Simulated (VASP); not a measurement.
Here is a VASP 6.6.1 calculation.

File POSCAR:

```
Os
1.0
    2.7231592587      0.0000000000      0.0000000000
   -1.3615796293      2.3583250966      0.0000000000
    0.0000000000      0.0000000000      4.2955855161
Os
2
Direct
    0.3333333333      0.6666666667      0.2500000000
    0.6666666667      0.3333333333      0.7500000000
```

The input INCAR.step1:

```
SYSTEM = Os
ALGO     = Normal         ! electronic algorithm
EDIFF    = 1E-4           ! SCF threshold, eV
ENCUT    = 520            ! plane-wave cutoff, eV
GGA      = PE             ! functional
ISMEAR   = -1             ! smearing method
LASPH    = .True.         ! aspherical terms in the spheres
LCHARG   = .False.        ! write CHGCAR
LREAL    = .False.        ! projectors in reciprocal space
LWAVE    = .True.         ! write WAVECAR
NBANDS   = 15             ! bands
NELM     = 80             ! most SCF steps
PREC     = Accurate       ! precision mode
SIGMA    = 0.05           ! smearing width, eV
```

Contents of INCAR.step2:

```
SYSTEM = Os
ALGO     = Normal         ! electronic algorithm
EDIFF    = 1E-6           ! SCF threshold, eV
ENCUT    = 520            ! plane-wave cutoff, eV
ISIF     = 2              ! what is computed and relaxed
ISMEAR   = -1             ! smearing method
ISTART   = 1            
LASPH    = .True.         ! aspherical terms in the spheres
LCHARG   = .False.        ! write CHGCAR
LMIXTAU  = .True.       
LREAL    = .False.        ! projectors in reciprocal space
LWAVE    = .False.        ! write WAVECAR
METAGGA  = R2SCAN         ! meta-GGA
NBANDS   = 15             ! bands
NELM     = 80             ! most SCF steps
PREC     = Accurate       ! precision mode
SIGMA    = 0.05           ! smearing width, eV
```

File KPOINTS:

```
k-points
0
Gamma
  20 20 12
  0 0 0
```

Potentials or basis: VASP PAW PBE potentials, release 64 (Os).

The run is started by

```console
$ cat potpaw_PBE.64/Os/POTCAR > POTCAR
$ cp INCAR.step1 INCAR
$ mpirun -np 1 vasp_std > vasp.out
$ cp INCAR.step2 INCAR
$ mpirun -np 1 vasp_std > vasp.out
```

**Question.** Estimate the pressure.

**Answer.** 8.2 GPa.

**Question.** Predict the band gap on the k mesh.

**Answer.** Zero (band 8 reaches 11.70 eV, above the bottom of band 9 at 7.48 eV).

Caveat: the PAW data sets were made with another functional, which shifts forces and pressure a little; spin-orbit coupling is left out, which moves the levels of the heavy elements.
